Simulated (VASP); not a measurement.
Here is a VASP 6.6.1 calculation.

Contents of INCAR:

```
PREC     = Accurate       # precision mode
ENCUT    = 520            # plane-wave cutoff, eV
EDIFF    = 1E-6           # SCF threshold, eV
ISMEAR   = 0              # smearing method
SIGMA    = 0.01           # smearing width, eV
LREAL    = F              # projectors in reciprocal space
LASPH    = T              # aspherical terms in the spheres
NELM     = 100            # most SCF steps
ALGO     = Normal         # electronic algorithm
ISIF     = 2              # what is computed and relaxed
LWAVE    = F              # write WAVECAR
LCHARG   = F              # write CHGCAR
GGA      = PE             # functional
NBANDS   = 16             # bands
```

File KPOINTS:

```
Automatic mesh
0
Gamma
  6 6 4
```

Contents of POSCAR:

```
BN
1.0
    2.4913353474      0.0000000000      0.0000000000
   -1.2456676737      2.1575597002      0.0000000000
    0.0000000000      0.0000000000      4.0010591824
B N
2 2
Direct
    0.0000000000      0.0000000000      0.0000000000
    0.0000000000      0.0000000000      0.5000000000
    0.3333333333      0.6666666667      0.2500000000
    0.6666666667      0.3333333333      0.7500000000
```

Potentials or basis: VASP PAW PBE potentials, release 64 (B, N).

Launch:

```console
$ cat potpaw_PBE.64/B/POTCAR potpaw_PBE.64/N/POTCAR > POTCAR
$ mpirun -np 1 vasp_std > vasp.out
```

(1) Predict the band gap on the k mesh.

(2) What does it give for the pressure?

Results:

(1) 1.58 eV, indirect (least direct gap 5.53 eV).

(2) 4.5 GPa.

Caveat: the k points lie up to 0.49 Å⁻¹ apart.
